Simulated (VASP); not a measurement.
# Zn (P6_3/mmc) in VASP: a series of runs

The runs below take Zn through single point, with LDA.

Everything below comes from runs of VASP 6.6.1. Logs are shortened: lines on timing, memory, paths and dates and some standing lists are left out, and cuts for length are marked.

## (1) The cell of the first run

The structure is hexagonal, space group P6_3/mmc (No. 194). Conventional cell: a = 2.464 Å, b = 2.464 Å, c = 4.539 Å, α = 90.00°, β = 90.00°, γ = 120.00°. Zn (site symmetry -6m2) has 12 Zn at 2.46 to 2.68 Å within 3.3 Å.

## (2) Single point, LDA (volume scaled by 0.88)

Contents of INCAR:

```
SYSTEM = Zn
ALGO = Normal ; EDIFF = 1E-7
ENCUT = 520 ; ISIF = 2
ISMEAR = -1 ; LASPH = .True.
LCHARG = .False. ; LREAL = .False.
LWAVE = .False. ; NBANDS = 19
NELM = 100 ; PREC = Accurate
SIGMA = 0.1
```

Contents of KPOINTS:

```
k-points
0
Gamma
  23 23 11
  0 0 0
```

Contents of POSCAR:

```
Zn
1.0
    2.4637226911      0.0000000000      0.0000000000
   -1.2318613456      2.1336464384      0.0000000000
    0.0000000000      0.0000000000      4.5386157969
Zn
2
Direct
    0.3333333333      0.6666666667      0.2500000000
    0.6666666667      0.3333333333      0.7500000000
```

Potentials or basis: VASP PAW LDA potentials, release 64 (Zn).

Started as:

```
> cat potpaw_LDA.64/Zn/POTCAR > POTCAR
> mpirun -np 1 vasp_std > vasp.out
```

OUTCAR:

```text
SYSTEM = Zn
   EDIFF = 1E-7
   ENCUT = 520
   ISIF = 2
   ISMEAR = -1
   LASPH = .True.
   LREAL = .False.
   NELM = 100
   PREC = Accurate

 ion  position               nearest neighbor table
   1  0.333  0.667  0.250-   2 2.68   2 2.68   2 2.68   2 2.68   2 2.68   2 2.68
   2  0.667  0.333  0.750-   1 2.68   1 2.68   1 2.68   1 2.68   1 2.68   1 2.68

  LATTYP: Found a hexagonal cell.
 ALAT       =     2.4637226911
 C/A-ratio  =     1.8421780232

  Lattice vectors:

 A1 = (   2.4637226911,   0.0000000000,   0.0000000000)
 A2 = (  -1.2318613456,   2.1336464384,   0.0000000000)
 A3 = (   0.0000000000,   0.0000000000,   4.5386157969)

Analysis of symmetry for initial positions (statically):
=====================================================================
 Subroutine PRICEL returns:
 Original cell was already a primitive cell.

 Routine SETGRP: Setting up the symmetry group for a
 hexagonal supercell.

 Subroutine GETGRP returns: Found 24 space group operations
 (whereof 12 operations were pure point group operations)
 out of a pool of 24 trial point group operations.

The static configuration has the point symmetry D_3d.
 The point group associated with its full space group is D_6h.

Analysis of symmetry for dynamics (positions and initial velocities):
=====================================================================
 Subroutine PRICEL returns:
 Original cell was already a primitive cell.

 Routine SETGRP: Setting up the symmetry group for a
 hexagonal supercell.

 Subroutine GETGRP returns: Found 24 space group operations
 (whereof 12 operations were pure point group operations)
 out of a pool of 24 trial point group operations.

The dynamic configuration has the point symmetry D_3d.
 The point group associated with its full space group is D_6h.

 Subroutine INISYM returns: Found 24 space group operations
 (whereof 12 operations are pure point group operations),
 and found     1 'primitive' translations

----------------------------------------------------------------------------------------

                                     Primitive cell

  volume of cell :      23.8582

  direct lattice vectors                    reciprocal lattice vectors
     2.463722691  0.000000000  0.000000000     0.405889836  0.234340606  0.000000000
    -1.231861346  2.133646438  0.000000000     0.000000000  0.468681213  0.000000000
     0.000000000  0.000000000  4.538615797     0.000000000  0.000000000  0.220331494

  length of vectors
     2.463722691  2.463722691  4.538615797     0.468681213  0.468681213  0.220331494

  position of ions in fractional coordinates (direct lattice)
     0.333333333  0.666666667  0.250000000
     0.666666667  0.333333333  0.750000000

  ion indices of the primitive-cell ions
   primitive index   ion index
                 1           1
                 2           2

----------------------------------------------------------------------------------------

 KPOINTS: k-points

Automatic generation of k-mesh.
 Grid dimensions read from file:
 generate k-points for:   23   23   11

 Generating k-lattice:

  Cartesian coordinates                     Fractional coordinates (reciprocal lattice)
     0.017647384  0.010188722  0.000000000     0.043478261 -0.000000000  0.000000000
     0.000000000  0.020377444  0.000000000     0.000000000  0.043478261  0.000000000
     0.000000000  0.000000000  0.020030136     0.000000000  0.000000000  0.090909091

  Length of vectors
     0.020377444  0.020377444  0.020030136

  Shift w.r.t. Gamma in fractional coordinates (k-lattice)
     0.000000000  0.000000000  0.000000000

 Subroutine IBZKPT returns following result:
 ===========================================

 Found    336 irreducible k-points:

 Following reciprocal coordinates:
            Coordinates               Weight
  0.000000  0.000000  0.000000      1.000000
  0.043478  0.000000  0.000000      6.000000
  0.086957  0.000000  0.000000      6.000000
  0.130435  0.000000  0.000000      6.000000
  0.173913  0.000000  0.000000      6.000000
  0.217391  0.000000  0.000000      6.000000
[... 16 lines left out ...]
  0.478261  0.043478  0.000000      6.000000
  0.086957  0.086957  0.000000      6.000000
 [... further k-points ...]
   k-points           NKPTS =    336   k-points in BZ     NKDIM =    336   number of bands    NBANDS=     19
   number of dos      NEDOS =    301   number of ions     NIONS =      2
   total plane-waves  NPLWV =  11664
   dimension x,y,z NGX =    18 NGY =   18 NGZ =   36
   dimension x,y,z NGXF=    36 NGYF=   36 NGZF=   72
   ions per type =               2
   NGX,Y,Z   is equivalent  to a cutoff of  12.15, 12.15, 13.19 a.u.
   NGXF,Y,Z  is equivalent  to a cutoff of  24.29, 24.29, 26.37 a.u.
 SYSTEM =  Zn
   PREC   = accura    normal or accurate (medium, high low for compatibility)
   ISTART =      0    job   : 0-new  1-cont  2-samecut
   ICHARG =      2    charge: 1-file 2-atom 10-const
   ISPIN  =      1    spin polarized calculation?
   LNONCOLLINEAR =      F non collinear calculations
   LSORBIT =      F    spin-orbit coupling
   LASPH  =      T    aspherical Exc in radial PAW
   ENCUT  =  520.0 eV  38.22 Ry    6.18 a.u.   4.58  4.58  8.44*2*pi/ulx,y,z
   NELM   =    100;   NELMIN=  2; NELMDL= -5     # of ELM steps
   EDIFF  = 0.1E-06   stopping-criterion for ELM
   LREAL  =      F    real-space projection
   EDIFFG = 0.1E-05   stopping-criterion for IOM
   NSW    =      0    number of steps for IOM
   IBRION =     -1    ionic relax: 0-MD 1-quasi-New 2-CG
   NFREE  =      0    steps in history (QN), initial steepest desc. (CG)
   ISIF   =      2    stress and relaxation
   ISYM   =      2    0-nonsym 1-usesym 2-fastsym
   POTIM  = 0.5000    time-step for ionic-motion
   TEBEG  =    0.0;   TEEND  =   0.0 temperature during run
   PSTRESS=    0.0 pullay stress
   NELECT =      24.0000    total number of electrons
   NUPDOWN=      -1.0000    fix difference up-down
   EMIN   =  10.00;   EMAX   =-10.00  energy-range for DOS
   EFERMI =   0.00;   METHOD = LEGACY
   ISMEAR =    -1;   SIGMA  =   0.10  broadening in eV -4-tet -1-fermi 0-gaus
   EFERMI_NEDOS =   21; number of points for ismear=-14 and -15
   IALGO  =     38    algorithm
   IMIX   =      4    mixing-type and parameters
     AMIX     =   0.40;   BMIX     =  1.00
     AMIX_MAG =   1.60;   BMIX_MAG =  1.00
  volume/ion in A,a.u.               =      11.93        80.50
  Fermi-wavevector in a.u.,A,eV,Ry     =   1.640335  3.099785 36.609203  2.690700
  Thomas-Fermi vector in A             =   2.730991
   LORBIT       =      0    0 simple, 1 ext, 2 COOP (PROOUT), +10 PAW based schemes
   GGA     = CA    functional components
   LHFCALC =     F    Hartree Fock is set to
   AEXX    =    0.0000 exact exchange contribution
   IVDW    =     0    specifies the selected vdW correction
   LEPSILON=     F    determine dielectric tensor
   LRPA    =     F    only Hartree local field effects (RPA)
 non-spin polarized calculation
  energy-cutoff  :      520.00
  volume of cell :       23.86
 maximum number of plane-waves:       664
   NGX =  9   NGY =  9   NGZ = 17

 number of electron      24.0000029 magnetization

 Free energy of the ion-electron system (eV)
  ---------------------------------------------------
  ext. energy  EPLUGINS =         0.00000000
  ---------------------------------------------------
  free energy    TOTEN  =        -3.57163751 eV

  energy without entropy =       -3.55873473  energy(sigma->0) =       -3.56518612

 E-fermi :   4.8610     XC(G=0): -13.2404

 val. band max:        4.8469253001   @ k =   0.3478   0.3043   0.2727
 cond. band min:       4.8751332913   @ k =   0.3478   0.1304   0.0909
 fundamental gap:      0.0282079912
 Fermi energy:         4.8609752193

 k-point     1 :       0.0000    0.0000    0.0000
  band No.  band energies     occupation
      1      -7.6611      2.00000
      2      -5.1138      2.00000
      3      -3.9947      2.00000
      4      -3.6522      2.00000
      5      -3.6522      2.00000
      6      -3.5679      2.00000
[... 11 lines left out ...]
     18      26.2645      0.00000
     19      27.1383      0.00000

 k-point     2 :       0.0435    0.0000    0.0000
  band No.  band energies     occupation
      1      -7.5950      2.00000
      2      -5.0786      2.00000
      3      -3.9859      2.00000
      4      -3.6614      2.00000
      5      -3.6323      2.00000
      6      -3.5781      2.00000
[... 11 lines left out ...]
     18      25.8272      0.00000
     19      28.0454      0.00000

 k-point     3 :       0.0870    0.0000    0.0000
  band No.  band energies     occupation
      1      -7.3980      2.00000
      2      -4.9782      2.00000
      3      -3.9638      2.00000
      4      -3.6843      2.00000
      5      -3.6041      2.00000
      6      -3.5735      2.00000
[... 11 lines left out ...]
     18      25.4654      0.00000
     19      28.3007      0.00000

 k-point     4 :       0.1304    0.0000    0.0000
  band No.  band energies     occupation
      1      -7.0754      2.00000
      2      -4.8288      2.00000
      3      -3.9432      2.00000
      4      -3.7135      2.00000
      5      -3.6218      2.00000
      6      -3.4793      2.00000
[... 11 lines left out ...]
     18      24.9047      0.00000
     19      26.1413      0.00000

 k-point     5 :       0.1739    0.0000    0.0000
  band No.  band energies     occupation
      1      -6.6390      2.00000
      2      -4.6638      2.00000
      3      -3.9344      2.00000
      4      -3.7567      2.00000
      5      -3.5774      2.00000
      6      -3.5620      2.00000
[... 11 lines left out ...]
     18      23.8900      0.00000
     19      24.0017      0.00000
[... 334 lines left out ...]
      2      -4.6565      2.00000
      3      -4.4132      2.00000
      4      -3.6458      2.00000
      5      -3.5231      2.00000
      6      -3.4275      2.00000
[... 11 lines left out ...]
     18      22.6132      0.00000
     19      23.0322      0.00000

 k-point    22 :       0.4348    0.0435    0.0000
  band No.  band energies     occupation
      1      -4.7799      2.00000
      2      -4.6751      2.00000
      3      -4.4596      2.00000
      4      -3.6783      2.00000
      5      -3.4704      2.00000
      6      -3.4484      2.00000
[... 11 lines left out ...]
     18      22.4962      0.00000
     19      22.7768      0.00000

 k-point    23 :       0.4783    0.0435    0.0000
  band No.  band energies     occupation
      1      -4.7889      2.00000
      2      -4.6813      2.00000
      3      -4.4750      2.00000
      4      -3.6894      2.00000
      5      -3.4555      2.00000
      6      -3.4525      2.00000
[... 11 lines left out ...]
     18      22.4577      0.00000
     19      22.6902      0.00000

 k-point    24 :       0.0870    0.0870    0.0000
  band No.  band energies     occupation
      1      -6.8849      2.00000
      2      -4.7436      2.00000
      3      -3.9444      2.00000
      4      -3.7058      2.00000
      5      -3.6766      2.00000
      6      -3.4138      2.00000
[... 11 lines left out ...]
     18      25.8949      0.00000
     19      26.1509      0.00000

 [... further k-points ...]
[... 5 lines left out ...]
  --------------------------------------------------------------------------------------
  -------------------------------------------------------------------------------------
  Total        3.3478675      3.3478675      2.1588276     -0.0000000     -0.0000000      0.0000000
  in kB      224.8232116    224.8232116    144.9742436     -0.0000000     -0.0000000      0.0000000
  external PRESSURE =     198.2068889 kB  Pullay stress =       0.0000000 kB

 VOLUME and BASIS-vectors are now :
 -----------------------------------------------------------------------------
  energy-cutoff  :      520.00
  volume of cell :       23.86
      direct lattice vectors                 reciprocal lattice vectors
     2.463722691  0.000000000  0.000000000     0.405889836  0.234340606  0.000000000
    -1.231861346  2.133646438  0.000000000     0.000000000  0.468681213  0.000000000
     0.000000000  0.000000000  4.538615797     0.000000000  0.000000000  0.220331494

 POSITION                                       TOTAL-FORCE (eV/Angst)
 -----------------------------------------------------------------------------------
     -0.00000      1.42243      1.13465         0.000000      0.000000      0.000000
      1.23186      0.71122      3.40396        -0.000000      0.000000      0.000000
 -----------------------------------------------------------------------------------
    total drift:                               -0.000000      0.000000      0.000000

  FREE ENERGIE OF THE ION-ELECTRON SYSTEM (eV)
  ---------------------------------------------------
  free  energy   TOTEN  =        -3.5716375108 eV

  energy  without entropy=       -3.5587347307  energy(sigma->0) =       -3.56518612
```

Wall time 64 s (1 thread of AMD EPYC 7R13 (Zen 3), shared host); peak memory 0.19 GiB.

Results:

* Free energy: -3.5716 eV
* Pressure: 19.8 GPa
* Band gap on the k mesh: zero (band 12 reaches 6.72 eV, above the bottom of band 13 at 2.14 eV)

Levels at points of the mesh, in eV from the Fermi level:
| k point | band 10 | band 11 | band 12 | band 13 | band 14 | band 15 |
| --- | --- | --- | --- | --- | --- | --- |
| (0.00, 0.00, 0.00) | -7.59 | -7.59 | -4.90 | -2.72 | 16.18 | 20.25 |

## (3) Single point, LDA (volume scaled by 0.92)

Contents of INCAR:

```
PREC = Accurate
ENCUT = 520
EDIFF = 1E-6
ISMEAR = -1
SIGMA = 0.1
LREAL = F
LASPH = T
NELM = 100
ALGO = Normal
ISIF = 2
LWAVE = F
LCHARG = F
NBANDS = 19
```

Contents of KPOINTS:

```
Automatic mesh
0
Gamma
  23 23 11
```

Contents of POSCAR:

```
Zn
1.0
    2.5005000937      0.0000000000      0.0000000000
   -1.2502500468      2.1654966033      0.0000000000
    0.0000000000      0.0000000000      4.6063663196
Zn
2
Direct
    0.3333333333      0.6666666667      0.2500000000
    0.6666666667      0.3333333333      0.7500000000
```

Potentials or basis: VASP PAW LDA potentials, release 64 (Zn).

Started as:

```
> cat potpaw_LDA.64/Zn/POTCAR > POTCAR
> mpirun -np 1 vasp_std > vasp.out
```

Wall time 73 s (1 thread of AMD EPYC 7R13 (Zen 3), shared host); peak memory 0.2 GiB.

The run converged. Its results:

```
Free energy            : -3.6781 eV
Pressure               : 11.9 GPa
Band gap on the k mesh : zero (band 12 reaches 6.27 eV, above the bottom of band 13 at 1.67 eV)
```

Stress tensor (GPa, compression positive):
```
13.51  0.00  0.00
 0.00 13.51  0.00
 0.00  0.00  8.65
```

Levels at points of the mesh, in eV from the Fermi level:
```
           k point  band 8  band 9  band 10  band 11  band 12  band 13  band 14  band 15  band 16  band 17
(0.00, 0.00, 0.00)   -7.81   -7.81    -7.50    -7.50    -4.63    -2.78    15.73    19.72    19.91    19.91
```
